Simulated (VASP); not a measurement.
# Fe2O (Pn-3m) in VASP: single point with PBE

Aim: the single point of Fe2O with PBE.

All numbers are computed with VASP 6.6.1; they aren't measurements. Logs are shortened: lines on timing, memory, paths and dates and some standing lists are left out, and cuts for length are marked.

## 1. The cell of the first run

Symmetry: Pn-3m, No. 224, cubic system. Conventional cell: a = 4.058 Å, b = 4.058 Å, c = 4.058 Å, α = 90.00°, β = 90.00°, γ = 90.00°. Within 2.3 Å of Fe (site symmetry -3m) lie 2 O at 1.76 Å. Within 2.3 Å of O (site symmetry -43m) lie 4 Fe at 1.76 Å.

The cell was generated, and may not be a known phase.

## 2. Single point, PBE, collinear spin, ferromagnetic start

INCAR reads:

```
PREC = Accurate
ENCUT = 1340
EDIFF = 1E-6
ISMEAR = 0
SIGMA = 0.1
LREAL = False
LASPH = True
NELM = 200
ALGO = Normal
ISIF = 2
LWAVE = False
LCHARG = True
ISPIN = 2
MAGMOM = 4 4 4 4 0 0
LORBIT = 11
LMAXMIX = 4
GGA = PE
LELF = True
LVHAR = True
NBANDS = 51
GGA_COMPAT = False
```

KPOINTS reads:

```
regular mesh
0
Gamma
  4 4 4
```

POSCAR reads:

```
Fe2O
1.0
    4.0575720200      0.0000000000      0.0000000000
    0.0000000000      4.0575720200      0.0000000000
    0.0000000000      0.0000000000      4.0575720200
Fe O
4 2
Direct
    0.2500000000      0.2500000000      0.2500000000
    0.2500000000      0.7500000000      0.7500000000
    0.7500000000      0.7500000000      0.2500000000
    0.7500000000      0.2500000000      0.7500000000
    0.0000000000      0.0000000000      0.0000000000
    0.5000000000      0.5000000000      0.5000000000
```

Potentials or basis: VASP PAW PBE potentials, release 64 (Fe_sv, O_h).

Command:

```sh
cat potpaw_PBE.64/Fe_sv/POTCAR potpaw_PBE.64/O_h/POTCAR > POTCAR
mpirun -np 1 vasp_std > vasp.out
```

OUTCAR:

```text
PREC = Accurate
   ENCUT = 1340
   EDIFF = 1E-6
   ISMEAR = 0
   LREAL = False
   LASPH = True
   NELM = 200
   ISIF = 2
   ISPIN = 2
   LORBIT = 11
   GGA = PE

 ion  position               nearest neighbor table
   1  0.250  0.250  0.250-   5 1.76   6 1.76
   2  0.250  0.750  0.750-   5 1.76   6 1.76
   3  0.750  0.750  0.250-   5 1.76   6 1.76
   4  0.750  0.250  0.750-   5 1.76   6 1.76
   5  0.000  0.000  0.000-   1 1.76   2 1.76   3 1.76   4 1.76
   6  0.500  0.500  0.500-   1 1.76   2 1.76   3 1.76   4 1.76

  LATTYP: Found a simple cubic cell.
 ALAT       =     4.0575720200

  Lattice vectors:

 A1 = (   4.0575720200,   0.0000000000,   0.0000000000)
 A2 = (   0.0000000000,   4.0575720200,   0.0000000000)
 A3 = (   0.0000000000,   0.0000000000,   4.0575720200)

Analysis of symmetry for initial positions (statically):
=====================================================================
 Subroutine PRICEL returns:
 Original cell was already a primitive cell.

 Routine SETGRP: Setting up the symmetry group for a
 simple cubic supercell.

 Subroutine GETGRP returns: Found 48 space group operations
 (whereof 24 operations were pure point group operations)
 out of a pool of 48 trial point group operations.

The static configuration has the point symmetry T_d .
 The point group associated with its full space group is O_h .

Analysis of symmetry for dynamics (positions and initial velocities):
=====================================================================
 Subroutine PRICEL returns:
 Original cell was already a primitive cell.

 Routine SETGRP: Setting up the symmetry group for a
 simple cubic supercell.

 Subroutine GETGRP returns: Found 48 space group operations
 (whereof 24 operations were pure point group operations)
 out of a pool of 48 trial point group operations.

The dynamic configuration has the point symmetry T_d .
 The point group associated with its full space group is O_h .

Analysis of structural, dynamic, and magnetic symmetry:
=====================================================================
 Subroutine PRICEL returns:
 Original cell was already a primitive cell.

 Routine SETGRP: Setting up the symmetry group for a
 simple cubic supercell.

 Subroutine GETGRP returns: Found 48 space group operations
 (whereof 24 operations were pure point group operations)
 out of a pool of 48 trial point group operations.

The overall configuration has the point symmetry T_d .
 The point group associated with its full space group is O_h .

 Subroutine INISYM returns: Found 48 space group operations
 (whereof 24 operations are pure point group operations),
 and found     1 'primitive' translations

----------------------------------------------------------------------------------------

                                     Primitive cell

  volume of cell :      66.8034

  direct lattice vectors                    reciprocal lattice vectors
     4.057572020  0.000000000  0.000000000     0.246452804  0.000000000  0.000000000
     0.000000000  4.057572020  0.000000000     0.000000000  0.246452804  0.000000000
     0.000000000  0.000000000  4.057572020     0.000000000  0.000000000  0.246452804

  length of vectors
     4.057572020  4.057572020  4.057572020     0.246452804  0.246452804  0.246452804

  position of ions in fractional coordinates (direct lattice)
     0.250000000  0.250000000  0.250000000
     0.250000000  0.750000000  0.750000000
     0.750000000  0.750000000  0.250000000
     0.750000000  0.250000000  0.750000000
     0.000000000  0.000000000  0.000000000
     0.500000000  0.500000000  0.500000000

  ion indices of the primitive-cell ions
   primitive index   ion index
                 1           1
                 2           2
                 3           3
                 4           4
                 5           5
                 6           6

[... 32 lines left out ...]
  0.500000  0.250000  0.000000     12.000000
  0.500000  0.500000  0.000000      3.000000
  0.250000  0.250000  0.250000      8.000000
  0.500000  0.250000  0.250000     12.000000
  0.500000  0.500000  0.250000      6.000000
  0.500000  0.500000  0.500000      1.000000
   k-points           NKPTS =     10   k-points in BZ     NKDIM =     10   number of bands    NBANDS=     51
   number of dos      NEDOS =    301   number of ions     NIONS =      6
   total plane-waves  NPLWV = 110592
   dimension x,y,z NGX =    48 NGY =   48 NGZ =   48
   dimension x,y,z NGXF=    96 NGYF=   96 NGZF=   96
   ions per type =               4   2
   NGX,Y,Z   is equivalent  to a cutoff of  19.67, 19.67, 19.67 a.u.
   NGXF,Y,Z  is equivalent  to a cutoff of  39.33, 39.33, 39.33 a.u.
 SYSTEM =  unknown system
   PREC   = accura    normal or accurate (medium, high low for compatibility)
   ISTART =      0    job   : 0-new  1-cont  2-samecut
   ICHARG =      2    charge: 1-file 2-atom 10-const
   ISPIN  =      2    spin polarized calculation?
   LNONCOLLINEAR =      F non collinear calculations
   LSORBIT =      F    spin-orbit coupling
   LASPH  =      T    aspherical Exc in radial PAW
   ENCUT  = 1340.0 eV  98.49 Ry    9.92 a.u.  12.11 12.11 12.11*2*pi/ulx,y,z
   NELM   =    200;   NELMIN=  2; NELMDL= -5     # of ELM steps
   EDIFF  = 0.1E-05   stopping-criterion for ELM
   LREAL  =      F    real-space projection
   EDIFFG = 0.1E-04   stopping-criterion for IOM
   NSW    =      0    number of steps for IOM
   IBRION =     -1    ionic relax: 0-MD 1-quasi-New 2-CG
   NFREE  =      0    steps in history (QN), initial steepest desc. (CG)
   ISIF   =      2    stress and relaxation
   ISYM   =      2    0-nonsym 1-usesym 2-fastsym
   POTIM  = 0.5000    time-step for ionic-motion
   TEBEG  =    0.0;   TEEND  =   0.0 temperature during run
   PSTRESS=    0.0 pullay stress
   NELECT =      76.0000    total number of electrons
   NUPDOWN=      -1.0000    fix difference up-down
   EMIN   =  10.00;   EMAX   =-10.00  energy-range for DOS
   EFERMI =   0.00;   METHOD = LEGACY
   ISMEAR =     0;   SIGMA  =   0.10  broadening in eV -4-tet -1-fermi 0-gaus
   EFERMI_NEDOS =   21; number of points for ismear=-14 and -15
   IALGO  =     38    algorithm
   IMIX   =      4    mixing-type and parameters
     AMIX     =   0.40;   BMIX     =  1.00
     AMIX_MAG =   1.60;   BMIX_MAG =  1.00
  volume/ion in A,a.u.               =      11.13        75.14
  Fermi-wavevector in a.u.,A,eV,Ry     =   1.709017  3.229574 39.739082  2.920740
  Thomas-Fermi vector in A             =   2.787579
   LORBIT       =     11    0 simple, 1 ext, 2 COOP (PROOUT), +10 PAW based schemes
   GGA     = PE    functional components
   LHFCALC =     F    Hartree Fock is set to
   AEXX    =    0.0000 exact exchange contribution
   IVDW    =     0    specifies the selected vdW correction
   LEPSILON=     F    determine dielectric tensor
   LRPA    =     F    only Hartree local field effects (RPA)
 spin polarized calculation
 Gauss-broadening in eV      SIGMA  =   0.10
  energy-cutoff  :     1340.00
  volume of cell :       66.80
 maximum number of plane-waves:      7472
   NGX = 25   NGY = 25   NGZ = 25

 number of electron      75.9999987 magnetization      11.3245622

 number of electron      75.9999986 magnetization       8.1578086

 Free energy of the ion-electron system (eV)
  ---------------------------------------------------
  ext. energy  EPLUGINS =         0.00000000
  ---------------------------------------------------
  free energy    TOTEN  =       -45.07202228 eV

  energy without entropy =      -45.05611984  energy(sigma->0) =      -45.06407106

 E-fermi :  10.0572     XC(G=0): -12.5030

 val. band max:        9.9826630629   @ k =   0.2500   0.0000   0.0000
 cond. band min:      10.0678386798   @ k =   0.2500   0.2500   0.0000
 fundamental gap:      0.0851756169
 Fermi energy:        10.0571680886

 spin component 1

 k-point     1 :       0.0000    0.0000    0.0000
  band No.  band energies     occupation
      1     -78.4520      1.00000
      2     -78.4325      1.00000
      3     -78.4325      1.00000
      4     -78.4325      1.00000
      5     -45.1362      1.00000
      6     -45.0086      1.00000
[... 519 lines left out ...]
     49      16.5307      0.00000
     50      16.5307      0.00000
 Fermi energy:        10.0571680886

 spin component 2

 k-point     1 :       0.0000    0.0000    0.0000
  band No.  band energies     occupation
      1     -76.1068      1.00000
      2     -76.0853      1.00000
      3     -76.0853      1.00000
      4     -76.0853      1.00000
      5     -43.0056      1.00000
      6     -42.8589      1.00000
[... 519 lines left out ...]
     49      17.3470      0.00000
     50      17.3470      0.00000
 [bands above 50 left out]

------------------------ aborting loop because EDIFF is reached ----------------------------------------

  FORCE on cell =-STRESS in cart. coord.  units (eV):
  Direction    XX          YY          ZZ          XY          YZ          ZX
  --------------------------------------------------------------------------------------
  -------------------------------------------------------------------------------------
  Total        5.1302012      5.1302012      5.1302012     -0.0000000     -0.0000000      0.0000000
  in kB      123.0399854    123.0399854    123.0399854     -0.0000000     -0.0000000      0.0000000
  external PRESSURE =     123.0399854 kB  Pullay stress =       0.0000000 kB

 VOLUME and BASIS-vectors are now :
 -----------------------------------------------------------------------------
  energy-cutoff  :     1340.00
  volume of cell :       66.80
      direct lattice vectors                 reciprocal lattice vectors
     4.057572020  0.000000000  0.000000000     0.246452804  0.000000000  0.000000000
     0.000000000  4.057572020  0.000000000     0.000000000  0.246452804  0.000000000
     0.000000000  0.000000000  4.057572020     0.000000000  0.000000000  0.246452804

 POSITION                                       TOTAL-FORCE (eV/Angst)
 -----------------------------------------------------------------------------------
      1.01439      1.01439      1.01439         0.000000      0.000000      0.000000
      1.01439      3.04318      3.04318         0.000000     -0.000000     -0.000000
      3.04318      3.04318      1.01439        -0.000000      0.000000      0.000000
      3.04318      1.01439      3.04318        -0.000000     -0.000000     -0.000000
      0.00000      0.00000      0.00000        -0.000000     -0.000000     -0.000000
      2.02879      2.02879      2.02879        -0.000000      0.000000     -0.000000
 -----------------------------------------------------------------------------------
    total drift:                               -0.000000     -0.000000      0.000000

  FREE ENERGIE OF THE ION-ELECTRON SYSTEM (eV)
  ---------------------------------------------------
  free  energy   TOTEN  =       -45.0720222827 eV

  energy  without entropy=      -45.0561198366  energy(sigma->0) =      -45.06407106

 total charge

# of ion       s       p       d       tot
------------------------------------------
    1        2.154   6.031   5.591  13.776
    2        2.154   6.031   5.591  13.776
    3        2.154   6.031   5.591  13.776
    4        2.154   6.031   5.591  13.776
    5        1.038   2.400   0.000   3.439
    6        1.038   2.400   0.000   3.439
--------------------------------------------------
tot         10.692  28.926  22.365  61.982

 magnetization (x)

# of ion       s       p       d       tot
------------------------------------------
    1        0.005   0.003   1.976   1.984
    2        0.005   0.003   1.976   1.984
    3        0.005   0.003   1.976   1.984
    4        0.005   0.003   1.976   1.984
    5       -0.001   0.053   0.000   0.052
    6       -0.001   0.053   0.000   0.052
--------------------------------------------------
tot          0.020   0.118   7.904   8.041
```

Run time: 5.5 min. Hardware: 1 thread of Intel Xeon Platinum 8259CL at 2.50GHz (Skylake/Cascade Lake), shared host; peak memory 0.5 GiB.

What came out:

```
Free energy                                           : -45.0720 eV
Pressure                                              : 12.3 GPa
Net moment                                            : 8.16 μB per cell
Site moments                                          : Fe +1.98; O +0.05 μB
Valence electrons inside the program's atomic spheres : Fe 13.78; O 3.44
```

Levels at points of the mesh, in eV from the Fermi level:
Spin up:
```csv
k point,band 40,band 41,band 42,band 43,band 44,band 45
"(0.00, 0.00, 0.00)",-0.94,-0.94,0.92,0.92,1.19,1.19
"(0.50, 0.00, 0.00)",-1.30,-1.14,-1.14,0.59,0.59,3.50
"(0.50, 0.50, 0.00)",-1.25,-1.15,-1.15,0.16,0.16,2.92
"(0.50, 0.50, 0.50)",-1.01,0.18,0.38,0.38,0.38,1.99
```
Spin down:
| k point | band 32 | band 33 | band 34 | band 35 | band 36 | band 37 |
| --- | --- | --- | --- | --- | --- | --- |
| (0.00, 0.00, 0.00) | 0.08 | 0.42 | 0.42 | 0.42 | 0.69 | 0.69 |
| (0.50, 0.00, 0.00) | -0.65 | -0.30 | -0.30 | -0.17 | -0.17 | 0.40 |
| (0.50, 0.50, 0.00) | -0.67 | -0.38 | -0.38 | -0.10 | -0.10 | 0.43 |
| (0.50, 0.50, 0.50) | -0.56 | 0.13 | 0.13 | 0.13 | 0.82 | 0.82 |

Caveat: the k points lie up to 0.39 Å⁻¹ apart; the run started ferromagnetic, and an antiferromagnetic order may lie lower in energy. With open d or f shells a metallic result of PBE can be an artefact of self-interaction; +U or a hybrid may open a gap.
